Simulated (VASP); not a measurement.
# ZrH2 (Fm-3m) in VASP: single point with PBEsol

Aim: the single point of ZrH2 with PBEsol.

Program: VASP 6.6.1. These are calculated values, not measurements. Logs are shortened: lines on timing, memory, paths and dates and some standing lists are left out, and cuts for length are marked.

### Step 1. The cell of the first run

It takes space group Fm-3m (No. 225, cubic). Conventional cell: a = 4.818 Å, b = 4.818 Å, c = 4.818 Å, α = 90.00°, β = 90.00°, γ = 90.00°. Zr (site symmetry m-3m) has 8 H at 2.09 Å within 2.8 Å. Within 2.8 Å of H (site symmetry -43m) lie 4 Zr at 2.09 Å and 6 H at 2.41 Å.

### Step 2. Single point, PBEsol

Input file INCAR:

```
SYSTEM = ZrH2
ALGO     = Normal         ! electronic algorithm
EDIFF    = 1E-7           ! SCF threshold, eV
ENCUT    = 520            ! plane-wave cutoff, eV
GGA      = PS             ! functional
ISIF     = 2              ! what is computed and relaxed
ISMEAR   = 0              ! smearing method
LASPH    = .TRUE.         ! aspherical terms in the spheres
LCHARG   = .TRUE.         ! write CHGCAR
LELF     = .TRUE.         ! ELF
LREAL    = .FALSE.        ! projectors in reciprocal space
LVHAR    = .TRUE.       
LWAVE    = .FALSE.        ! write WAVECAR
NBANDS   = 14             ! bands
NELM     = 60             ! most SCF steps
PREC     = Accurate       ! precision mode
SIGMA    = 0.15           ! smearing width, eV
```

Input file KPOINTS:

```
k-points
0
G
  8 8 8
  0 0 0
```

Input file POSCAR:

```
ZrH2
1.0
    0.0000000000      2.4092250000      2.4092250000
    2.4092250000      0.0000000000      2.4092250000
    2.4092250000      2.4092250000      0.0000000000
Zr H
1 2
Direct
    0.0000000000      0.0000000000      0.0000000000
    0.7500000000      0.7500000000      0.7500000000
    0.2500000000      0.2500000000      0.2500000000
```

Potentials or basis: VASP PAW PBE potentials, release 64 (Zr_sv, H).

On the command line:

```console
cat potpaw_PBE.64/Zr_sv/POTCAR potpaw_PBE.64/H/POTCAR > POTCAR
mpirun -np 1 vasp_std > vasp.out
```

OUTCAR:

```text
SYSTEM = ZrH2
   EDIFF = 1E-7
   ENCUT = 520
   GGA = PS
   ISIF = 2
   ISMEAR = 0
   LASPH = .TRUE.
   LREAL = .FALSE.
   NELM = 60
   PREC = Accurate

 ion  position               nearest neighbor table
   1  0.000  0.000  0.000-   2 2.09   2 2.09   2 2.09   2 2.09   3 2.09   3 2.09   3 2.09   3 2.09

   2  0.750  0.750  0.750-   1 2.09   1 2.09   1 2.09   1 2.09
   3  0.250  0.250  0.250-   1 2.09   1 2.09   1 2.09   1 2.09

  LATTYP: Found a face centered cubic cell.
 ALAT       =     4.8184500000

  Lattice vectors:

 A1 = (   0.0000000000,   2.4092250000,   2.4092250000)
 A2 = (   2.4092250000,   0.0000000000,   2.4092250000)
 A3 = (   2.4092250000,   2.4092250000,   0.0000000000)

Analysis of symmetry for initial positions (statically):
=====================================================================
 Subroutine PRICEL returns:
 Original cell was already a primitive cell.

 Routine SETGRP: Setting up the symmetry group for a
 face centered cubic supercell.

 Subroutine GETGRP returns: Found 48 space group operations
 (whereof 48 operations were pure point group operations)
 out of a pool of 48 trial point group operations.

The static configuration has the point symmetry O_h .

Analysis of symmetry for dynamics (positions and initial velocities):
=====================================================================
 Subroutine PRICEL returns:
 Original cell was already a primitive cell.

 Routine SETGRP: Setting up the symmetry group for a
 face centered cubic supercell.

 Subroutine GETGRP returns: Found 48 space group operations
 (whereof 48 operations were pure point group operations)
 out of a pool of 48 trial point group operations.

The dynamic configuration has the point symmetry O_h .

 Subroutine INISYM returns: Found 48 space group operations
 (whereof 48 operations are pure point group operations),
 and found     1 'primitive' translations

----------------------------------------------------------------------------------------

                                     Primitive cell

  volume of cell :      27.9680

  direct lattice vectors                    reciprocal lattice vectors
     0.000000000  2.409225000  2.409225000    -0.207535618  0.207535618  0.207535618
     2.409225000  0.000000000  2.409225000     0.207535618 -0.207535618  0.207535618
     2.409225000  2.409225000  0.000000000     0.207535618  0.207535618 -0.207535618

  length of vectors
     3.407158670  3.407158670  3.407158670     0.359462235  0.359462235  0.359462235

  position of ions in fractional coordinates (direct lattice)
     0.000000000  0.000000000  0.000000000
     0.750000000  0.750000000  0.750000000
     0.250000000  0.250000000  0.250000000

  ion indices of the primitive-cell ions
   primitive index   ion index
                 1           1
                 2           2
                 3           3

----------------------------------------------------------------------------------------

 KPOINTS: k-points

Automatic generation of k-mesh.
 Grid dimensions read from file:
 generate k-points for:    8    8    8

 Generating k-lattice:

  Cartesian coordinates                     Fractional coordinates (reciprocal lattice)
    -0.025941952  0.025941952  0.025941952     0.125000000  0.000000000  0.000000000
     0.025941952 -0.025941952  0.025941952     0.000000000  0.125000000  0.000000000
     0.025941952  0.025941952 -0.025941952     0.000000000  0.000000000  0.125000000

  Length of vectors
     0.044932779  0.044932779  0.044932779

  Shift w.r.t. Gamma in fractional coordinates (k-lattice)
     0.000000000  0.000000000  0.000000000

 Subroutine IBZKPT returns following result:
 ===========================================

 Found     29 irreducible k-points:

 Following reciprocal coordinates:
            Coordinates               Weight
  0.000000  0.000000  0.000000      1.000000
  0.125000  0.000000  0.000000      8.000000
  0.250000  0.000000  0.000000      8.000000
  0.375000  0.000000  0.000000      8.000000
  0.500000  0.000000  0.000000      4.000000
  0.125000  0.125000  0.000000      6.000000
[... 16 lines left out ...]
  0.500000  0.250000  0.125000     48.000000
 -0.375000  0.250000  0.125000     24.000000
 [... further k-points ...]
   k-points           NKPTS =     29   k-points in BZ     NKDIM =     29   number of bands    NBANDS=     14
   number of dos      NEDOS =    301   number of ions     NIONS =      3
   total plane-waves  NPLWV =  21952
   dimension x,y,z NGX =    28 NGY =   28 NGZ =   28
   dimension x,y,z NGXF=    56 NGYF=   56 NGZF=   56
   ions per type =               1   2
   NGX,Y,Z   is equivalent  to a cutoff of  13.66, 13.66, 13.66 a.u.
   NGXF,Y,Z  is equivalent  to a cutoff of  27.32, 27.32, 27.32 a.u.
 SYSTEM =  ZrH2
   PREC   = accura    normal or accurate (medium, high low for compatibility)
   ISTART =      0    job   : 0-new  1-cont  2-samecut
   ICHARG =      2    charge: 1-file 2-atom 10-const
   ISPIN  =      1    spin polarized calculation?
   LNONCOLLINEAR =      F non collinear calculations
   LSORBIT =      F    spin-orbit coupling
   LASPH  =      T    aspherical Exc in radial PAW
   ENCUT  =  520.0 eV  38.22 Ry    6.18 a.u.   6.34  6.34  6.34*2*pi/ulx,y,z
   NELM   =     60;   NELMIN=  2; NELMDL= -5     # of ELM steps
   EDIFF  = 0.1E-06   stopping-criterion for ELM
   LREAL  =      F    real-space projection
   EDIFFG = 0.1E-05   stopping-criterion for IOM
   NSW    =      0    number of steps for IOM
   IBRION =     -1    ionic relax: 0-MD 1-quasi-New 2-CG
   NFREE  =      0    steps in history (QN), initial steepest desc. (CG)
   ISIF   =      2    stress and relaxation
   ISYM   =      2    0-nonsym 1-usesym 2-fastsym
   POTIM  = 0.5000    time-step for ionic-motion
   TEBEG  =    0.0;   TEEND  =   0.0 temperature during run
   PSTRESS=    0.0 pullay stress
   NELECT =      14.0000    total number of electrons
   NUPDOWN=      -1.0000    fix difference up-down
   EMIN   =  10.00;   EMAX   =-10.00  energy-range for DOS
   EFERMI =   0.00;   METHOD = LEGACY
   ISMEAR =     0;   SIGMA  =   0.15  broadening in eV -4-tet -1-fermi 0-gaus
   EFERMI_NEDOS =   21; number of points for ismear=-14 and -15
   IALGO  =     38    algorithm
   IMIX   =      4    mixing-type and parameters
     AMIX     =   0.40;   BMIX     =  1.00
     AMIX_MAG =   1.60;   BMIX_MAG =  1.00
  volume/ion in A,a.u.               =       9.32        62.91
  Fermi-wavevector in a.u.,A,eV,Ry     =   1.299861  2.456381 22.988919  1.689638
  Thomas-Fermi vector in A             =   2.431097
   LORBIT       =      0    0 simple, 1 ext, 2 COOP (PROOUT), +10 PAW based schemes
   GGA     = PS    functional components
   LHFCALC =     F    Hartree Fock is set to
   AEXX    =    0.0000 exact exchange contribution
   IVDW    =     0    specifies the selected vdW correction
   LEPSILON=     F    determine dielectric tensor
   LRPA    =     F    only Hartree local field effects (RPA)
 non-spin polarized calculation
 Gauss-broadening in eV      SIGMA  =   0.15
  energy-cutoff  :      520.00
  volume of cell :       27.97
 maximum number of plane-waves:       769
 NGX is ok and might be reduce to    28
   NGX = 13   NGY = 13   NGZ = 13

 number of electron      14.0000000 magnetization

 Free energy of the ion-electron system (eV)
  ---------------------------------------------------
  ext. energy  EPLUGINS =         0.00000000
  ---------------------------------------------------
  free energy    TOTEN  =       -17.57792911 eV

  energy without entropy =      -17.56190509  energy(sigma->0) =      -17.56991710

 E-fermi :   8.2849     XC(G=0): -11.2686

 val. band max:        8.2580483364   @ k =   0.1250   0.1250   0.0000
 cond. band min:       8.3360395219   @ k =   0.2500   0.0000   0.0000
 fundamental gap:      0.0779911855
 Fermi energy:         8.2848673003

 k-point     1 :       0.0000    0.0000    0.0000
  band No.  band energies     occupation
      1     -40.9005      2.00000
      2     -18.6862      2.00000
      3     -18.6862      2.00000
      4     -18.6862      2.00000
      5      -1.3220      2.00000
      6       7.0111      2.00000
      7       7.9318      1.99913
      8       7.9318      1.99913
      9       7.9318      1.99913
     10      10.5115      0.00000
     11      10.5115      0.00000
     12      19.1311      0.00000
     13      20.4775      0.00000
     14      20.4775      0.00000

 k-point     2 :       0.1250    0.0000    0.0000
  band No.  band energies     occupation
      1     -40.8895      2.00000
      2     -18.7873      2.00000
      3     -18.6982      2.00000
      4     -18.6982      2.00000
      5      -0.9449      2.00000
      6       5.3258      2.00000
      7       8.1188      1.88261
      8       8.1188      1.88261
      9      10.0789      0.00000
     10      10.3482      0.00000
     11      10.3482      0.00000
     12      17.2946      0.00000
     13      21.2763      0.00000
     14      21.2763      0.00000

 k-point     3 :       0.2500    0.0000    0.0000
  band No.  band energies     occupation
      1     -40.8627      2.00000
      2     -19.0234      2.00000
      3     -18.7271      2.00000
      4     -18.7271      2.00000
      5      -0.0276      2.00000
      6       3.9697      2.00000
      7       8.3360      0.62948
      8       8.3360      0.62948
      9      10.4177      0.00000
     10      10.4177      0.00000
     11      12.4123      0.00000
     12      16.0470      0.00000
     13      19.9497      0.00000
     14      23.2393      0.00000
[... 324 lines left out ...]
 k-point    23 :       0.5000    0.2500    0.1250
  band No.  band energies     occupation
      1     -40.8210      2.00000
      2     -19.2016      2.00000
      3     -18.9196      2.00000
      4     -18.7995      2.00000
      5       1.6051      2.00000
      6       2.9419      2.00000
      7       7.0160      2.00000
      8       9.1179      0.00000
      9      10.5505      0.00000
     10      12.3941      0.00000
     11      14.8494      0.00000
     12      15.9754      0.00000
     13      16.6766      0.00000
     14      19.4321      0.00000

 k-point    24 :      -0.3750    0.2500    0.1250
  band No.  band energies     occupation
      1     -40.8120      2.00000
      2     -19.2505      2.00000
      3     -18.9461      2.00000
      4     -18.8175      2.00000
      5       1.7099      2.00000
      6       3.2106      2.00000
      7       6.8000      2.00000
      8       8.9562      0.00000
      9      11.3749      0.00000
     10      12.5624      0.00000
     11      13.9551      0.00000
     12      15.9498      0.00000
     13      16.6167      0.00000
     14      19.4336      0.00000

 [... further k-points ...]

------------------------ aborting loop because EDIFF is reached ----------------------------------------

  FORCE on cell =-STRESS in cart. coord.  units (eV):
  Direction    XX          YY          ZZ          XY          YZ          ZX
  --------------------------------------------------------------------------------------
  -------------------------------------------------------------------------------------
  Total       -0.7998035     -0.7998035     -0.7998035      0.0000000     -0.0000000      0.0000000
  in kB      -45.8175426    -45.8175426    -45.8175426      0.0000000     -0.0000000      0.0000000
  external PRESSURE =     -45.8175426 kB  Pullay stress =       0.0000000 kB

 VOLUME and BASIS-vectors are now :
 -----------------------------------------------------------------------------
  energy-cutoff  :      520.00
  volume of cell :       27.97
      direct lattice vectors                 reciprocal lattice vectors
     0.000000000  2.409225000  2.409225000    -0.207535618  0.207535618  0.207535618
     2.409225000  0.000000000  2.409225000     0.207535618 -0.207535618  0.207535618
     2.409225000  2.409225000  0.000000000     0.207535618  0.207535618 -0.207535618

 POSITION                                       TOTAL-FORCE (eV/Angst)
 -----------------------------------------------------------------------------------
      0.00000      0.00000      0.00000        -0.000000      0.000000     -0.000000
      3.61384      3.61384      3.61384         0.000000      0.000000      0.000000
      1.20461      1.20461      1.20461        -0.000000     -0.000000     -0.000000
 -----------------------------------------------------------------------------------
    total drift:                               -0.000000     -0.000000      0.000000

  FREE ENERGIE OF THE ION-ELECTRON SYSTEM (eV)
  ---------------------------------------------------
  free  energy   TOTEN  =       -17.5779291148 eV

  energy  without entropy=      -17.5619050906  energy(sigma->0) =      -17.56991710
```

It took 12 s on 1 thread of Intel Xeon Platinum 8259CL at 2.50GHz (Skylake/Cascade Lake), shared host; peak memory 0.16 GiB.

Results:

```yaml
Free_energy: -17.5779 eV
Pressure: -4.6 GPa
Band_gap_on_the_k_mesh: zero (band 7 reaches 8.35 eV, above the bottom of band 8 at 7.93 eV)
```

Levels at points of the mesh, in eV from the Fermi level:
```tsv
k point	band 5	band 6	band 7	band 8	band 9	band 10
(0.00, 0.00, 0.00)	-9.61	-1.27	-0.35	-0.35	-0.35	2.23
(0.50, 0.00, 0.00)	-7.40	-4.45	-0.23	-0.23	3.58	3.58
(0.50, 0.50, 0.00)	-6.52	-4.55	-3.38	3.76	3.81	3.81
```

Caveat: the PAW data sets were made with another functional, which shifts forces and pressure a little.
